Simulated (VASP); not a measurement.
The system is Al.

```xyz
1
Lattice="0.0000 2.0248 2.0248 2.0248 0.0000 2.0248 2.0248 2.0248 0.0000" Properties=species:S:1:pos:R:3 pbc="T T T"
Al    0.0000    0.0000    0.0000
```

Base run:

```yaml
Program: VASP 6.6.1
Functional: PBEsol
Potentials_or_basis: VASP PAW PBE potentials, release 64 (Al)
Cutoff: 500 eV
k_mesh: 12 × 12 × 12
Occupations: fermi-dirac, width 0.5 eV
Spin: no spin polarisation
```

Its results: pressure -0.8 GPa.

**Question.** The run is repeated on the same cell with these changes: occupations from fermi-dirac, width 0.5 eV to fermi-dirac, width 0.3 eV. What comes out?

**Answer.** Pressure -1.6 GPa.

Caveats: the PAW data sets were made with another functional, which shifts forces and pressure a little.
